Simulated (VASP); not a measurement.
# Sn (Fd-3m) in VASP: single point with PBE

Aim: the single point of Sn with PBE.

All numbers are computed with VASP 6.6.1; they aren't measurements. Logs are shortened: lines on timing, memory, paths and dates and some standing lists are left out, and cuts for length are marked.

### 1 The cell of the first run

Symmetry: Fd-3m, No. 227, cubic system. The conventional cell has a = 6.467 Å, b = 6.467 Å, c = 6.467 Å, α = 90.00°, β = 90.00°, γ = 90.00°. Sn (site symmetry -43m) has 4 Sn at 2.80 Å within 3.7 Å.

### 2 Single point, PBE

Input file INCAR:

```
PREC = Accurate ; ENCUT = 500
EDIFF = 1E-6 ; ISMEAR = 1
SIGMA = 0.15 ; LREAL = False
LASPH = True ; NELM = 120
ALGO = Normal ; ISIF = 2
LWAVE = False ; LCHARG = False
GGA = PE ; NBANDS = 21
GGA_COMPAT = False
```

Input file KPOINTS:

```
Automatic mesh
0
Gamma
  6 6 6
```

Input file POSCAR:

```
Sn
1.0
    0.0000000000      3.2333400000      3.2333400000
    3.2333400000      0.0000000000      3.2333400000
    3.2333400000      3.2333400000      0.0000000000
Sn
2
Direct
    0.0000000000      0.0000000000      0.0000000000
    0.2500000000      0.2500000000      0.2500000000
```

Potentials or basis: VASP PAW PBE potentials, release 64 (Sn_d).

Run with:

```
cat potpaw_PBE.64/Sn_d/POTCAR > POTCAR
mpirun -np 1 vasp_std > vasp.out
```

OUTCAR:

```text
PREC = Accurate
   ENCUT = 500
   EDIFF = 1E-6
   ISMEAR = 1
   LREAL = False
   LASPH = True
   NELM = 120
   ISIF = 2
   GGA = PE

 ion  position               nearest neighbor table
   1  0.000  0.000  0.000-   2 2.80   2 2.80   2 2.80   2 2.80
   2  0.250  0.250  0.250-   1 2.80   1 2.80   1 2.80   1 2.80

  LATTYP: Found a face centered cubic cell.
 ALAT       =     6.4666800000

  Lattice vectors:

 A1 = (   0.0000000000,   3.2333400000,   3.2333400000)
 A2 = (   3.2333400000,   0.0000000000,   3.2333400000)
 A3 = (   3.2333400000,   3.2333400000,   0.0000000000)

Analysis of symmetry for initial positions (statically):
[... 6 lines left out ...]

 Subroutine GETGRP returns: Found 48 space group operations
 (whereof 24 operations were pure point group operations)
 out of a pool of 48 trial point group operations.

The static configuration has the point symmetry T_d .
 The point group associated with its full space group is O_h .

Analysis of symmetry for dynamics (positions and initial velocities):
[... 6 lines left out ...]

 Subroutine GETGRP returns: Found 48 space group operations
 (whereof 24 operations were pure point group operations)
 out of a pool of 48 trial point group operations.

The dynamic configuration has the point symmetry T_d .
 The point group associated with its full space group is O_h .

 Subroutine INISYM returns: Found 48 space group operations
 (whereof 24 operations are pure point group operations),
 and found     1 'primitive' translations

----------------------------------------------------------------------------------------

                                     Primitive cell

  volume of cell :      67.6058

  direct lattice vectors                    reciprocal lattice vectors
     0.000000000  3.233340000  3.233340000    -0.154638856  0.154638856  0.154638856
     3.233340000  0.000000000  3.233340000     0.154638856 -0.154638856  0.154638856
     3.233340000  3.233340000  0.000000000     0.154638856  0.154638856 -0.154638856

  length of vectors
     4.572633280  4.572633280  4.572633280     0.267842356  0.267842356  0.267842356

  position of ions in fractional coordinates (direct lattice)
     0.000000000  0.000000000  0.000000000
     0.250000000  0.250000000  0.250000000

  ion indices of the primitive-cell ions
   primitive index   ion index
                 1           1
                 2           2

----------------------------------------------------------------------------------------

 KPOINTS: Automatic mesh

Automatic generation of k-mesh.
 Grid dimensions read from file:
 generate k-points for:    6    6    6

 Generating k-lattice:

  Cartesian coordinates                     Fractional coordinates (reciprocal lattice)
    -0.025773143  0.025773143  0.025773143     0.166666667  0.000000000  0.000000000
     0.025773143 -0.025773143  0.025773143     0.000000000  0.166666667  0.000000000
     0.025773143  0.025773143 -0.025773143     0.000000000  0.000000000  0.166666667

  Length of vectors
     0.044640393  0.044640393  0.044640393

  Shift w.r.t. Gamma in fractional coordinates (k-lattice)
     0.000000000  0.000000000  0.000000000

 Subroutine IBZKPT returns following result:
 ===========================================

 Found     16 irreducible k-points:

 Following reciprocal coordinates:
            Coordinates               Weight
  0.000000  0.000000  0.000000      1.000000
  0.166667  0.000000  0.000000      8.000000
  0.333333  0.000000  0.000000      8.000000
  0.500000  0.000000  0.000000      4.000000
  0.166667  0.166667  0.000000      6.000000
  0.333333  0.166667  0.000000     24.000000
[... 8 lines left out ...]
 -0.333333  0.333333  0.166667     24.000000
 -0.333333  0.500000  0.166667     12.000000
   k-points           NKPTS =     16   k-points in BZ     NKDIM =     16   number of bands    NBANDS=     21
   number of dos      NEDOS =    301   number of ions     NIONS =      2
   total plane-waves  NPLWV =  46656
   dimension x,y,z NGX =    36 NGY =   36 NGZ =   36
   dimension x,y,z NGXF=    72 NGYF=   72 NGZF=   72
   ions per type =               2
   NGX,Y,Z   is equivalent  to a cutoff of  13.09, 13.09, 13.09 a.u.
   NGXF,Y,Z  is equivalent  to a cutoff of  26.18, 26.18, 26.18 a.u.
 SYSTEM =  unknown system
   PREC   = accura    normal or accurate (medium, high low for compatibility)
   ISTART =      0    job   : 0-new  1-cont  2-samecut
   ICHARG =      2    charge: 1-file 2-atom 10-const
   ISPIN  =      1    spin polarized calculation?
   LNONCOLLINEAR =      F non collinear calculations
   LSORBIT =      F    spin-orbit coupling
   LASPH  =      T    aspherical Exc in radial PAW
   ENCUT  =  500.0 eV  36.75 Ry    6.06 a.u.   8.34  8.34  8.34*2*pi/ulx,y,z
   NELM   =    120;   NELMIN=  2; NELMDL= -5     # of ELM steps
   EDIFF  = 0.1E-05   stopping-criterion for ELM
   LREAL  =      F    real-space projection
   EDIFFG = 0.1E-04   stopping-criterion for IOM
   NSW    =      0    number of steps for IOM
   IBRION =     -1    ionic relax: 0-MD 1-quasi-New 2-CG
   NFREE  =      0    steps in history (QN), initial steepest desc. (CG)
   ISIF   =      2    stress and relaxation
   ISYM   =      2    0-nonsym 1-usesym 2-fastsym
   POTIM  = 0.5000    time-step for ionic-motion
   TEBEG  =    0.0;   TEEND  =   0.0 temperature during run
   PSTRESS=    0.0 pullay stress
   NELECT =      28.0000    total number of electrons
   NUPDOWN=      -1.0000    fix difference up-down
   EMIN   =  10.00;   EMAX   =-10.00  energy-range for DOS
   EFERMI =   0.00;   METHOD = LEGACY
   ISMEAR =     1;   SIGMA  =   0.15  broadening in eV -4-tet -1-fermi 0-gaus
   EFERMI_NEDOS =   21; number of points for ismear=-14 and -15
   IALGO  =     38    algorithm
   IMIX   =      4    mixing-type and parameters
     AMIX     =   0.40;   BMIX     =  1.00
     AMIX_MAG =   1.60;   BMIX_MAG =  1.00
  volume/ion in A,a.u.               =      33.80       228.11
  Fermi-wavevector in a.u.,A,eV,Ry     =   1.220299  2.306030 20.260828  1.489129
  Thomas-Fermi vector in A             =   2.355521
   LORBIT       =      0    0 simple, 1 ext, 2 COOP (PROOUT), +10 PAW based schemes
   GGA     = PE    functional components
   LHFCALC =     F    Hartree Fock is set to
   AEXX    =    0.0000 exact exchange contribution
   IVDW    =     0    specifies the selected vdW correction
   LEPSILON=     F    determine dielectric tensor
   LRPA    =     F    only Hartree local field effects (RPA)
 non-spin polarized calculation
 Methfessel and Paxton  Order N= 1 SIGMA  =   0.15
  energy-cutoff  :      500.00
  volume of cell :       67.61
 maximum number of plane-waves:      1759
 NGX is ok and might be reduce to    36
   NGX = 17   NGY = 17   NGZ = 17

 number of electron      28.0000008 magnetization

 Free energy of the ion-electron system (eV)
  ---------------------------------------------------
  ext. energy  EPLUGINS =         0.00000000
  ---------------------------------------------------
  free energy    TOTEN  =        -7.59208992 eV

  energy without entropy =       -7.59185988  energy(sigma->0) =       -7.59201324

 E-fermi :   5.7707     XC(G=0):  -8.9166

 val. band max:        5.3967075962   @ k =   0.1667   0.0000   0.0000
 cond. band min:       5.7754937600   @ k =   0.5000   0.0000   0.0000
 fundamental gap:      0.3787861638
 Fermi energy:         5.7706764098

 k-point     1 :       0.0000    0.0000    0.0000
  band No.  band energies     occupation
      1     -15.9414      2.00000
      2     -15.9414      2.00000
      3     -15.9414      2.00000
      4     -15.8805      2.00000
      5     -15.8805      2.00000
      6     -15.5626      2.00000
[... 13 lines left out ...]
     20      13.7446      0.00000
     21      13.7446      0.00000

 k-point     2 :       0.1667    0.0000    0.0000
  band No.  band energies     occupation
      1     -15.9581      2.00000
      2     -15.9581      2.00000
      3     -15.9348      2.00000
      4     -15.8561      2.00000
      5     -15.8561      2.00000
      6     -15.5931      2.00000
[... 13 lines left out ...]
     20      12.6769      0.00000
     21      12.6769      0.00000

 k-point     3 :       0.3333    0.0000    0.0000
  band No.  band energies     occupation
      1     -15.9742      2.00000
      2     -15.9742      2.00000
      3     -15.9212      2.00000
      4     -15.8272      2.00000
      5     -15.8272      2.00000
      6     -15.6170      2.00000
[... 13 lines left out ...]
     20      13.1072      0.00000
     21      13.1072      0.00000

 k-point     4 :       0.5000    0.0000    0.0000
  band No.  band energies     occupation
      1     -15.9786      2.00000
      2     -15.9786      2.00000
      3     -15.9140      2.00000
      4     -15.8182      2.00000
      5     -15.8182      2.00000
      6     -15.6233      2.00000
[... 13 lines left out ...]
     20      14.5827      0.00000
     21      14.5827      0.00000

 k-point     5 :       0.1667    0.1667    0.0000
  band No.  band energies     occupation
      1     -15.9562      2.00000
      2     -15.9562      2.00000
      3     -15.9507      2.00000
      4     -15.8580      2.00000
      5     -15.8281      2.00000
      6     -15.6415      2.00000
[... 13 lines left out ...]
     20      12.3874      0.00000
     21      14.0534      0.00000
[... 190 lines left out ...]
     20      15.1592      0.00000
     21      16.2315      0.00000

 k-point    14 :       0.5000    0.3333    0.1667
  band No.  band energies     occupation
      1     -16.0004      2.00000
      2     -15.9947      2.00000
      3     -15.8803      2.00000
      4     -15.7975      2.00000
      5     -15.7491      2.00000
      6     -15.7211      2.00000
[... 13 lines left out ...]
     20      13.8786      0.00000
     21      15.6134      0.00000

 k-point    15 :      -0.3333    0.3333    0.1667
  band No.  band energies     occupation
      1     -16.0147      2.00000
      2     -15.9996      2.00000
      3     -15.8468      2.00000
      4     -15.7703      2.00000
      5     -15.7394      2.00000
      6     -15.7260      2.00000
[... 13 lines left out ...]
     20      15.1533      0.00000
     21      15.4894      0.00000

 k-point    16 :      -0.3333    0.5000    0.1667
  band No.  band energies     occupation
      1     -16.0083      2.00000
      2     -16.0083      2.00000
      3     -15.8147      2.00000
      4     -15.8147      2.00000
      5     -15.7188      2.00000
      6     -15.7188      2.00000
[... 13 lines left out ...]
     20      14.8912      0.00000
     21      16.0534      0.00000

------------------------ aborting loop because EDIFF is reached ----------------------------------------

  FORCE on cell =-STRESS in cart. coord.  units (eV):
  Direction    XX          YY          ZZ          XY          YZ          ZX
  --------------------------------------------------------------------------------------
  -------------------------------------------------------------------------------------
  Total        1.6117109      1.6117109      1.6117109      0.0000000      0.0000000      0.0000000
  in kB       38.1956245     38.1956245     38.1956245      0.0000000      0.0000000      0.0000000
  external PRESSURE =      38.1956245 kB  Pullay stress =       0.0000000 kB

 VOLUME and BASIS-vectors are now :
 -----------------------------------------------------------------------------
  energy-cutoff  :      500.00
  volume of cell :       67.61
      direct lattice vectors                 reciprocal lattice vectors
     0.000000000  3.233340000  3.233340000    -0.154638856  0.154638856  0.154638856
     3.233340000  0.000000000  3.233340000     0.154638856 -0.154638856  0.154638856
     3.233340000  3.233340000  0.000000000     0.154638856  0.154638856 -0.154638856

 POSITION                                       TOTAL-FORCE (eV/Angst)
 -----------------------------------------------------------------------------------
      0.00000      0.00000      0.00000         0.000000      0.000000      0.000000
      1.61667      1.61667      1.61667        -0.000000     -0.000000     -0.000000
 -----------------------------------------------------------------------------------
    total drift:                                0.000000      0.000000      0.000000

  FREE ENERGIE OF THE ION-ELECTRON SYSTEM (eV)
  ---------------------------------------------------
  free  energy   TOTEN  =        -7.5920899156 eV

  energy  without entropy=       -7.5918598812  energy(sigma->0) =       -7.59201324
```

Wall time 18 s (1 thread of Intel Xeon 6975P-C, shared host); peak memory 0.2 GiB.

What came out:

* Free energy: -7.5921 eV
* Pressure: 3.8 GPa
* Band gap on the k mesh: zero (band 14 reaches 5.85 eV, above the bottom of band 15 at 5.78 eV)

Levels at points of the mesh, in eV from the Fermi level:
```tsv
k point	band 11	band 12	band 13	band 14	band 15	band 16	band 17	band 18
(0.00, 0.00, 0.00)	-10.69	-0.57	0.08	0.08	0.08	2.15	2.15	2.15
(0.50, 0.00, 0.00)	-9.04	-6.34	-1.14	-1.14	0.00	3.23	3.23	5.63
(0.50, 0.50, 0.00)	-7.56	-7.56	-2.51	-2.51	0.80	0.80	7.79	7.79
```

Caveat: spin-orbit coupling is left out, which moves the levels of the heavy elements.
